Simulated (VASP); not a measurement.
Set up this calculation in VASP 6.6.1, as the native input.

| Property | Result |
| --- | --- |
| Task | single point |
| Functional | r2SCAN |
| Dispersion | rVV10 |
| Potentials or basis | VASP PAW PBE potentials, release 64 (Zn, O) |
| Cutoff | 660 eV |
| k mesh | 12 × 12 × 6 |
| Occupations | fermi-dirac, width 0.03 eV |
| Spin | no spin polarisation |
| Dipole correction | no |
| Further INCAR settings | ALGO = Normal; EDIFF = 1e-06; NBANDS = 26 |

Crystal: ZnO.

```
CELL_PARAMETERS angstrom
1.61250 -2.79280 0.00000
1.61250 2.79280 0.00000
0.00000 0.00000 5.19703
ATOMIC_POSITIONS crystal
Zn 0.83333 0.16667 0.99781
Zn 0.16667 0.83333 0.49781
O 0.16668 0.83332 0.87719
O 0.83332 0.16668 0.37719
```

The input as run:

POSCAR

```
ZnO
1.0
    1.6124989815     -2.7927953503      0.0000000000
    1.6124989815      2.7927953503      0.0000000000
    0.0000000000      0.0000000000      5.1970279342
Zn O
2 2
Direct
    0.8333306480      0.1666693520      0.9978099185
    0.1666693520      0.8333306480      0.4978099185
    0.1666768521      0.8333231479      0.8771900815
    0.8333231479      0.1666768521      0.3771900815
```

INCAR.step1

```
  PREC = Accurate
  ENCUT = 660
  ISMEAR = -1
  SIGMA = 0.03
  LREAL = False
  LASPH = True
  NELM = 120
  NBANDS = 26
  GGA = PE
  ALGO = Normal
  EDIFF = 1E-5
  LWAVE = True
  LCHARG = False
  GGA_COMPAT = False
```

INCAR.step2

```
  PREC = Accurate
  ENCUT = 660
  EDIFF = 1E-6
  ISMEAR = -1
  SIGMA = 0.03
  LREAL = False
  LASPH = True
  NELM = 120
  ALGO = Normal
  ISIF = 2
  LWAVE = False
  LCHARG = False
  METAGGA = R2SCAN
  LMIXTAU = True
  LUSE_VDW = True
  IVDW_NL = 2
  BPARAM = 11.95
  CPARAM = 0.0093
  NBANDS = 26
  ISTART = 1
  GGA_COMPAT = False
```

KPOINTS

```
Automatic mesh
0
Gamma
  12 12 6
```

Potentials or basis: VASP PAW PBE potentials, release 64 (Zn, O).

Command:

```console
$ cat potpaw_PBE.64/Zn/POTCAR potpaw_PBE.64/O/POTCAR > POTCAR
$ cp INCAR.step1 INCAR
$ mpirun -np 1 vasp_std > vasp.out
$ cp INCAR.step2 INCAR
$ mpirun -np 1 vasp_std > vasp.out
```

Results of the run:

| Quantity | Value |
| --- | --- |
| Pressure | 0.8 GPa |
| Band gap on the k mesh | 1.19 eV |

Caveat: the PAW data sets were made with another functional, which shifts forces and pressure a little.

Wall time 35 min on 1 thread of Oxide Virtual Turin-like Processor, on a shared host, peak memory 0.49 GiB.
